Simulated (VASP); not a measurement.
# InP (F-43m) in VASP: further runs, part 2 of 2

VASP 6.6.1. Earlier steps stand in the parts before.

## Step 3: Single point, LDA

This run uses another cell than the first one, of 22.17 Å³/atom, 1.041 times its volume.

INCAR

```
PREC = Accurate
ENCUT = 520
EDIFF = 1E-6
ISMEAR = 0
SIGMA = 0.01
LREAL = F
LASPH = T
NELM = 100
ALGO = Normal
ISIF = 2
LWAVE = F
LCHARG = F
NBANDS = 16
```

KPOINTS

```
regular mesh
0
Gamma
  8 8 8
```

POSCAR

```
InP
1.0
    2.8091783149      2.8091783149      0.0000000000
   -2.8091783149      2.8091783149      0.0000000000
    0.0000000000      2.8091783149      2.8091783149
In P
1 1
Direct
    0.0000000000      0.0000000000      0.0000000000
    0.7500000000      0.2500000000      0.5000000000
```

Potentials or basis: VASP PAW LDA potentials, release 64 (In_d, P).

Launch:

```console
cat potpaw_LDA.64/In_d/POTCAR potpaw_LDA.64/P/POTCAR > POTCAR
mpirun -np 1 vasp_std > vasp.out
```

OUTCAR:

```text
PREC = Accurate
   ENCUT = 520
   EDIFF = 1E-6
   ISMEAR = 0
   LREAL = F
   LASPH = T
   NELM = 100
   ISIF = 2

 ion  position               nearest neighbor table
   1  0.000  0.000  0.000-   2 2.43   2 2.43   2 2.43   2 2.43
   2  0.750  0.250  0.500-   1 2.43   1 2.43   1 2.43   1 2.43

  LATTYP: Found a face centered cubic cell.
 ALAT       =     5.6183566298

  Lattice vectors:

 A1 = (   0.0000000000,   2.8091783149,   2.8091783149)
 A2 = (   2.8091783149,   0.0000000000,   2.8091783149)
 A3 = (   2.8091783149,   2.8091783149,   0.0000000000)

Analysis of symmetry for initial positions (statically):
=====================================================================
 Subroutine PRICEL returns:
 Original cell was already a primitive cell.

 Routine SETGRP: Setting up the symmetry group for a
 face centered cubic supercell.

 Subroutine GETGRP returns: Found 24 space group operations
 (whereof 24 operations were pure point group operations)
 out of a pool of 48 trial point group operations.

The static configuration has the point symmetry T_d .

Analysis of symmetry for dynamics (positions and initial velocities):
=====================================================================
 Subroutine PRICEL returns:
 Original cell was already a primitive cell.

 Routine SETGRP: Setting up the symmetry group for a
 face centered cubic supercell.

 Subroutine GETGRP returns: Found 24 space group operations
 (whereof 24 operations were pure point group operations)
 out of a pool of 48 trial point group operations.

The dynamic configuration has the point symmetry T_d .

 Subroutine INISYM returns: Found 24 space group operations
 (whereof 24 operations are pure point group operations),
 and found     1 'primitive' translations

----------------------------------------------------------------------------------------

[... 111 lines left out ...]
     AMIX     =   0.40;   BMIX     =  1.00
     AMIX_MAG =   1.60;   BMIX_MAG =  1.00
  volume/ion in A,a.u.               =      22.17       149.60
  Fermi-wavevector in a.u.,A,eV,Ry     =   1.212206  2.290737 19.992985  1.469443
  Thomas-Fermi vector in A             =   2.347697
   LORBIT       =      0    0 simple, 1 ext, 2 COOP (PROOUT), +10 PAW based schemes
   GGA     = CA    functional components
   LHFCALC =     F    Hartree Fock is set to
   AEXX    =    0.0000 exact exchange contribution
   IVDW    =     0    specifies the selected vdW correction
   LEPSILON=     F    determine dielectric tensor
   LRPA    =     F    only Hartree local field effects (RPA)
 non-spin polarized calculation
 Gauss-broadening in eV      SIGMA  =   0.01
  energy-cutoff  :      520.00
  volume of cell :       44.34
 maximum number of plane-waves:      1243
 NGX is ok and might be reduce to    30
   NGX = 15   NGY = 15   NGZ = 15

 number of electron      17.9999999 magnetization

 Free energy of the ion-electron system (eV)
  ---------------------------------------------------
  ext. energy  EPLUGINS =         0.00000000
  ---------------------------------------------------
  free energy    TOTEN  =        -9.52485424 eV

  energy without entropy =       -9.52485424  energy(sigma->0) =       -9.52485424

 E-fermi :   6.6241     XC(G=0): -10.1689

 val. band max:        6.5231692573   @ k =   0.0000   0.0000   0.0000
 cond. band min:       7.7094533321   @ k =   0.0000   0.0000   0.0000
 fundamental gap:      1.1862840748
 Fermi energy:         6.6240576647

 k-point     1 :       0.0000    0.0000    0.0000
  band No.  band energies     occupation
      1      -8.0098      2.00000
      2      -8.0098      2.00000
      3      -8.0098      2.00000
      4      -7.7797      2.00000
      5      -7.7797      2.00000
      6      -5.9790      2.00000
[... 433 lines left out ...]
      3      -7.9048      2.00000
      4      -7.7910      2.00000
      5      -7.7601      2.00000
      6      -3.3629      2.00000
[... 8 lines left out ...]
     15      17.3904      0.00000
     16      18.2609      0.00000

 [... further k-points ...]

------------------------ aborting loop because EDIFF is reached ----------------------------------------

  FORCE on cell =-STRESS in cart. coord.  units (eV):
  Direction    XX          YY          ZZ          XY          YZ          ZX
  --------------------------------------------------------------------------------------
  -------------------------------------------------------------------------------------
  Total        2.7714705      2.7714705      2.7714705      0.0000000      0.0000000     -0.0000000
  in kB      100.1504551    100.1504551    100.1504551      0.0000000      0.0000000     -0.0000000
  external PRESSURE =     100.1504551 kB  Pullay stress =       0.0000000 kB

 VOLUME and BASIS-vectors are now :
 -----------------------------------------------------------------------------
  energy-cutoff  :      520.00
  volume of cell :       44.34
      direct lattice vectors                 reciprocal lattice vectors
     2.809178315  2.809178315  0.000000000     0.177987989  0.177987989 -0.177987989
    -2.809178315  2.809178315  0.000000000    -0.177987989  0.177987989 -0.177987989
     0.000000000  2.809178315  2.809178315     0.000000000  0.000000000  0.355975979

 POSITION                                       TOTAL-FORCE (eV/Angst)
 -----------------------------------------------------------------------------------
      0.00000      0.00000      0.00000         0.000000     -0.000000      0.000000
      1.40459      4.21377      1.40459        -0.000000      0.000000      0.000000
 -----------------------------------------------------------------------------------
    total drift:                               -0.000000     -0.000000     -0.000000

  FREE ENERGIE OF THE ION-ELECTRON SYSTEM (eV)
  ---------------------------------------------------
  free  energy   TOTEN  =        -9.5248542387 eV

  energy  without entropy=       -9.5248542387  energy(sigma->0) =       -9.52485424
```

OSZICAR:

```text
N       E                     dE             d eps       ncg     rms          rms(c)
DAV:   1     0.112715322548E+03    0.11272E+03   -0.86935E+03   936   0.132E+03
DAV:   2    -0.227430968203E+01   -0.11499E+03   -0.10937E+03  1056   0.310E+02
DAV:   3    -0.983320886915E+01   -0.75589E+01   -0.75281E+01  1232   0.768E+01
DAV:   4    -0.100294165197E+02   -0.19621E+00   -0.19616E+00  1128   0.131E+01
DAV:   5    -0.100396739696E+02   -0.10257E-01   -0.10257E-01  1440   0.261E+00    0.720E+00
DAV:   6    -0.958912196272E+01    0.45055E+00   -0.61418E-01  1472   0.146E+01    0.425E+00
DAV:   7    -0.953041988144E+01    0.58702E-01   -0.18578E-01  1376   0.397E+00    0.129E+00
DAV:   8    -0.952515845566E+01    0.52614E-02   -0.19152E-02  1192   0.164E+00    0.592E-01
DAV:   9    -0.952485393330E+01    0.30452E-03   -0.12576E-03  1256   0.328E-01    0.292E-01
DAV:  10    -0.952486232608E+01   -0.83928E-05   -0.23226E-04  1392   0.290E-01    0.128E-01
DAV:  11    -0.952485711966E+01    0.52064E-05   -0.71867E-05  1496   0.141E-01    0.720E-02
DAV:  12    -0.952485422538E+01    0.28943E-05   -0.72716E-06  1088   0.196E-02    0.163E-02
DAV:  13    -0.952485423873E+01   -0.13359E-07   -0.73231E-07   760   0.534E-03
   1 F= -.95248542E+01 E0= -.95248542E+01  d E =-.206357E-48
```

stdout:

```text
POSCAR found type information on POSCAR InP
 POSCAR found :  2 types and       2 ions
 scaLAPACK will be used
 LDA part: xc-table for (Slater(with rela. corr.)+CA(PZ))
 , standard interpolation
 POSCAR, INCAR and KPOINTS ok, starting setup
 FFT: planning ... GRIDC
 FFT: planning ... GRID_SOFT
 FFT: planning ... GRID
 WAVECAR not read
 entering main loop
```

It took 12 s on 1 thread of Intel Xeon 6975P-C (Granite Rapids), shared host; peak memory 0.15 GiB.

What came out:

| Property | Result |
| --- | --- |
| Free energy | -9.5249 eV |
| Pressure | 10.0 GPa |
| Band gap on the k mesh | 1.19 eV, direct |

Levels at points of the mesh, in eV from the valence-band top:
```tsv
k point	band 7	band 8	band 9	band 10	band 11	band 12
(0.00, 0.00, 0.00)	0.00	0.00	0.00	1.19	3.92	3.92
(0.50, 0.00, 0.00)	-6.58	-1.20	-1.20	1.62	4.69	4.69
(0.50, 0.50, 0.00)	-6.46	-2.83	-2.83	1.36	2.06	9.83
```

Caveat: spin-orbit coupling is left out, which moves the levels of the heavy elements. A k mesh can miss the band edges.

## Step 4: Single point, LDA

This run uses another cell than the first one, of 22.17 Å³/atom, 1.041 times its volume.

Edit INCAR of step 3 so:

```diff
@@ -12,2 +12,3 @@
 LCHARG = F
+GGA = CA
 NBANDS = 16
```

KPOINTS is that of step 3.

POSCAR is that of step 3.

Potentials or basis: VASP PAW LDA potentials, release 64 (In_d, P).

Launch:

```console
cat potpaw_LDA.64/In_d/POTCAR potpaw_LDA.64/P/POTCAR > POTCAR
mpirun -np 1 vasp_std > vasp.out
```

OUTCAR:

```text
PREC = Accurate
   ENCUT = 520
   EDIFF = 1E-6
   ISMEAR = 0
   LREAL = F
   LASPH = T
   NELM = 100
   ISIF = 2
   GGA = CA

 ion  position               nearest neighbor table
   1  0.000  0.000  0.000-   2 2.43   2 2.43   2 2.43   2 2.43
   2  0.750  0.250  0.500-   1 2.43   1 2.43   1 2.43   1 2.43

  LATTYP: Found a face centered cubic cell.
 ALAT       =     5.6183566298

  Lattice vectors:

 A1 = (   0.0000000000,   2.8091783149,   2.8091783149)
 A2 = (   2.8091783149,   0.0000000000,   2.8091783149)
 A3 = (   2.8091783149,   2.8091783149,   0.0000000000)

Analysis of symmetry for initial positions (statically):
=====================================================================
 Subroutine PRICEL returns:
 Original cell was already a primitive cell.

 Routine SETGRP: Setting up the symmetry group for a
 face centered cubic supercell.

 Subroutine GETGRP returns: Found 24 space group operations
 (whereof 24 operations were pure point group operations)
 out of a pool of 48 trial point group operations.

[... 156 lines left out ...]
  ---------------------------------------------------
  ext. energy  EPLUGINS =         0.00000000
  ---------------------------------------------------
  free energy    TOTEN  =        -9.52485424 eV

  energy without entropy =       -9.52485424  energy(sigma->0) =       -9.52485424

 E-fermi :   6.6241     XC(G=0): -10.1689

 val. band max:        6.5231692573   @ k =   0.0000   0.0000   0.0000
 cond. band min:       7.7094533321   @ k =   0.0000   0.0000   0.0000
 fundamental gap:      1.1862840748
 Fermi energy:         6.6240576647

 k-point     1 :       0.0000    0.0000    0.0000
  band No.  band energies     occupation
      1      -8.0098      2.00000
      2      -8.0098      2.00000
      3      -8.0098      2.00000
      4      -7.7797      2.00000
      5      -7.7797      2.00000
      6      -5.9790      2.00000
[... 433 lines left out ...]
      3      -7.9048      2.00000
      4      -7.7910      2.00000
      5      -7.7601      2.00000
      6      -3.3629      2.00000
[... 8 lines left out ...]
     15      17.3904      0.00000
     16      18.2609      0.00000

 [... further k-points ...]
[... 5 lines left out ...]
  --------------------------------------------------------------------------------------
  -------------------------------------------------------------------------------------
  Total        2.7714705      2.7714705      2.7714705      0.0000000      0.0000000     -0.0000000
  in kB      100.1504551    100.1504551    100.1504551      0.0000000      0.0000000     -0.0000000
  external PRESSURE =     100.1504551 kB  Pullay stress =       0.0000000 kB

 VOLUME and BASIS-vectors are now :
 -----------------------------------------------------------------------------
  energy-cutoff  :      520.00
  volume of cell :       44.34
      direct lattice vectors                 reciprocal lattice vectors
     2.809178315  2.809178315  0.000000000     0.177987989  0.177987989 -0.177987989
    -2.809178315  2.809178315  0.000000000    -0.177987989  0.177987989 -0.177987989
     0.000000000  2.809178315  2.809178315     0.000000000  0.000000000  0.355975979

 POSITION                                       TOTAL-FORCE (eV/Angst)
 -----------------------------------------------------------------------------------
      0.00000      0.00000      0.00000         0.000000     -0.000000      0.000000
      1.40459      4.21377      1.40459        -0.000000      0.000000      0.000000
 -----------------------------------------------------------------------------------
    total drift:                               -0.000000     -0.000000     -0.000000

  FREE ENERGIE OF THE ION-ELECTRON SYSTEM (eV)
  ---------------------------------------------------
  free  energy   TOTEN  =        -9.5248542387 eV

  energy  without entropy=       -9.5248542387  energy(sigma->0) =       -9.52485424
```

stdout:

```text
POSCAR found type information on POSCAR InP
 POSCAR found :  2 types and       2 ions
 scaLAPACK will be used
 LDA part: xc-table for (Slater(with rela. corr.)+CA(PZ))
 , standard interpolation
 POSCAR, INCAR and KPOINTS ok, starting setup
 FFT: planning ... GRIDC
 FFT: planning ... GRID_SOFT
 FFT: planning ... GRID
 WAVECAR not read
 entering main loop
```

Run time: 15 s. Hardware: 1 thread of Intel Xeon 6975P-C (Granite Rapids), shared host; peak memory 0.15 GiB.

What came out:

| Quantity | Value |
| --- | --- |
| Free energy | -9.5249 eV |
| Pressure | 10.0 GPa |
| Band gap on the k mesh | 1.19 eV, direct |

Levels at points of the mesh, in eV from the valence-band top:
| k point | band 6 | band 7 | band 8 | band 9 | band 10 | band 11 | band 12 | band 13 |
| --- | --- | --- | --- | --- | --- | --- | --- | --- |
| (0.00, 0.00, 0.00) | -12.50 | 0.00 | 0.00 | 0.00 | 1.19 | 3.92 | 3.92 | 3.92 |
| (0.50, 0.00, 0.00) | -10.28 | -6.58 | -1.20 | -1.20 | 1.62 | 4.69 | 4.69 | 7.08 |
| (0.50, 0.50, 0.00) | -9.47 | -6.46 | -2.83 | -2.83 | 1.36 | 2.06 | 9.83 | 10.28 |

Caveat: spin-orbit coupling is left out, which moves the levels of the heavy elements. A k mesh can miss the band edges.

## Step 5: Single point, LDA

This run uses another cell than the first one, of 22.80 Å³/atom, 1.071 times its volume.

INCAR

```
  PREC = Accurate
  ENCUT = 520
  EDIFF = 1E-7
  ISMEAR = 0
  SIGMA = 0.01
  LREAL = False
  LASPH = True
  NELM = 80
  ALGO = Normal
  ISIF = 2
  LWAVE = False
  LCHARG = False
  NBANDS = 16
```

KPOINTS is that of step 4.

POSCAR

```
InP
1.0
    2.8354943050      2.8354943050      0.0000000000
   -2.8354943050      2.8354943050      0.0000000000
    0.0000000000      2.8354943050      2.8354943050
In P
1 1
Direct
    0.0000000000      0.0000000000      0.0000000000
    0.7500000000      0.2500000000      0.5000000000
```

Launch:

```console
cat potpaw_LDA.64/In_d/POTCAR potpaw_LDA.64/P/POTCAR > POTCAR
mpirun -np 1 vasp_std > vasp.out
```

Run time: 17 s. Hardware: 1 thread of Intel Xeon 6975P-C (Granite Rapids), shared host; peak memory 0.15 GiB.

It converged, with:

* Free energy: -9.5920 eV
* Pressure: 7.0 GPa
* Band gap on the k mesh: 1.04 eV, direct

Levels at points of the mesh, in eV from the valence-band top:
| k point | band 5 | band 6 | band 7 | band 8 | band 9 | band 10 | band 11 | band 12 | band 13 | band 14 |
| --- | --- | --- | --- | --- | --- | --- | --- | --- | --- | --- |
| (0.00, 0.00, 0.00) | -14.23 | -12.28 | 0.00 | 0.00 | 0.00 | 1.04 | 3.94 | 3.94 | 3.94 | 8.77 |
| (0.50, 0.00, 0.00) | -14.21 | -10.17 | -6.40 | -1.15 | -1.15 | 1.56 | 4.70 | 4.70 | 7.05 | 9.73 |
| (0.50, 0.50, 0.00) | -14.18 | -9.38 | -6.32 | -2.72 | -2.72 | 1.42 | 2.09 | 9.64 | 10.09 | 10.09 |

Caveat: spin-orbit coupling is left out, which moves the levels of the heavy elements.

## Step 6: Summary

```csv
cell,gap on the mesh (eV),pressure (GPa)
"a = 3.920 Å, angles 60.0, 60.0, 90.0°, 2 atoms",1.28,15.0
"a = 3.973 Å, angles 60.0, 60.0, 90.0°, 2 atoms",1.19,10.0
"a = 4.010 Å, angles 60.0, 60.0, 90.0°, 2 atoms",1.04,7.0
```

Alike in all rows: task single point; level LDA; potentials or basis VASP PAW LDA potentials, release 64 (In_d, P); no spin polarisation; k mesh 8 × 8 × 8; cutoff (eV) 520; smearing gaussian 0.01 eV.

Caveats: spin-orbit coupling is left out, which moves the levels of the heavy elements.

Total energies depend on the potentials used, so only differences within one code and one set of settings carry meaning.
